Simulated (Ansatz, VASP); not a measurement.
# One calculation of HfO2, two programs

The input POSCAR:

```
HfO2
1.0
    0.0000000000      2.4296250000      2.4296250000
    2.4296250000      0.0000000000      2.4296250000
    2.4296250000      2.4296250000      0.0000000000
Hf O
1 2
Direct
    0.0000000000      0.0000000000      0.0000000000
    0.2500000000      0.2500000000      0.2500000000
    0.7500000000      0.7500000000      0.7500000000
```

The input INCAR.step1:

```
PREC = Accurate
ENCUT = 520
ISMEAR = 0
SIGMA = 0.05
LREAL = False
LASPH = True
NELM = 100
NBANDS = 18
GGA = PE
ALGO = Normal
EDIFF = 1E-4
LWAVE = True
LCHARG = False
```

Contents of INCAR.step2:

```
PREC = Accurate
ENCUT = 520
EDIFF = 1E-6
ISMEAR = 0
SIGMA = 0.05
LREAL = False
LASPH = True
NELM = 100
ALGO = Normal
ISIF = 2
LWAVE = False
LCHARG = True
METAGGA = R2SCAN
LMIXTAU = True
LELF = True
LVHAR = True
NBANDS = 18
ISTART = 1
```

The input KPOINTS:

```
regular mesh
0
Gamma
  8 8 8
```

Input for Ansatz:

```yaml
crystal:
  lattice:
    - [0.0, 2.429625, 2.429625]
    - [2.429625, 0.0, 2.429625]
    - [2.429625, 2.429625, 0.0]
  atoms:
    - { symbol: Hf, position: [0.0, 0.0, 0.0] }
    - { symbol: O, position: [0.25, 0.25, 0.25] }
    - { symbol: O, position: [0.75, 0.75, 0.75] }
basis:
  ecutwfc: 500
kpoints:
  mp_grid: { grid: [8, 8, 8] }
hamiltonian:
  xc: r2scan
scf:
  occupations: { method: gaussian, width: 0.05 }
output:
  forces: true
  stress: true
  eigenvalues: true
```

Change from the starting cell: strain -0.050 along x and y, -0.050 along z, atoms carried along.

Alike in both runs: task single point; functional r2SCAN; k mesh 8 × 8 × 8; occupations gaussian, width 0.05 eV; no spin polarisation.

|  | VASP | Ansatz |
| --- | --- | --- |
| version | VASP 6.6.1 | Ansatz 0.2.0 |
| potentials or method | VASP PAW PBE potentials, release 64 (Hf_pv, O), cutoff 520 eV | scalar-relativistic, plane waves, PAW |
| valence electrons in the cell | 22 | 38 |

```csv
,VASP,Ansatz,Ansatz less VASP
gap on the k mesh at the Fermi level (eV),4.67,4.61,-0.056
least direct gap on the mesh (eV),4.67,4.61,-0.056
pressure (GPa),36.9,41.9,+5.07
```

VASP's potentials were made for PBE, not for r2SCAN. The pressures are high and differ by over a tenth, so treat them with care. VASP's potentials hold 22 valence electrons a cell and Ansatz's 38, so a difference there can come from the potentials and not from the codes.

Neither program's run includes spin-orbit coupling.
